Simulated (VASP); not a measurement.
Set up this calculation in VASP 6.6.1, as the native input.

```
Task                   : single point
Functional             : PBE
Potentials or basis    : VASP PAW PBE potentials, release 64 (B, N)
Cutoff                 : 600 eV
k mesh                 : 13 × 13 × 5
Occupations            : gaussian, width 0.01 eV
Spin                   : no spin polarisation
Dipole correction      : no
Further INCAR settings : ALGO = Normal; EDIFF = 1e-06; NBANDS = 16
```

The structure of BN lies in POSCAR:

```
BN
1.0
    2.4883437615      0.0000000000      0.0000000000
   -1.2441718807      2.1549689108      0.0000000000
    0.0000000000      0.0000000000      6.4954828762
B N
2 2
Direct
    0.3335905386      0.6664094610      0.2500000001
    0.6664094610      0.3335905386      0.7500000004
    0.3342207763      0.6657792232      0.7500000004
    0.6657792232      0.3342207763      0.2500000001
```

These files were run (other wordings do the same):

INCAR

```
PREC     = Accurate       # precision mode
ENCUT    = 600            # plane-wave cutoff, eV
EDIFF    = 1E-6           # SCF threshold, eV
ISMEAR   = 0              # smearing method
SIGMA    = 0.01           # smearing width, eV
LREAL    = F              # projectors in reciprocal space
LASPH    = T              # aspherical terms in the spheres
NELM     = 120            # most SCF steps
ALGO     = Normal         # electronic algorithm
ISIF     = 2              # what is computed and relaxed
LWAVE    = F              # write WAVECAR
LCHARG   = F              # write CHGCAR
GGA      = PE             # functional
NBANDS   = 16             # bands
GGA_COMPAT= F
```

KPOINTS

```
Automatic mesh
0
Gamma
  13 13 5
```

Potentials or basis: VASP PAW PBE potentials, release 64 (B, N).

Command:

```console
$ cat potpaw_PBE.64/B/POTCAR potpaw_PBE.64/N/POTCAR > POTCAR
$ mpirun -np 1 vasp_std > vasp.out
```

Results of the run:

* Pressure: 8.4 GPa
* Largest force: 0.217 eV/Å
* Band gap on the k mesh: 4.27 eV (least direct gap 4.65 eV)

Caveat: the cell stands under pressure; an odd mesh through Γ misses points on the zone boundary, where band edges can lie; this functional lacks dispersion, which binds the layers, so the pressure and a relaxed spacing across them are unreliable.

It took 42 s on 1 thread of Intel(R) Xeon(R) 6975P-C (Granite Rapids), on a shared host, peak memory 0.2 GiB.
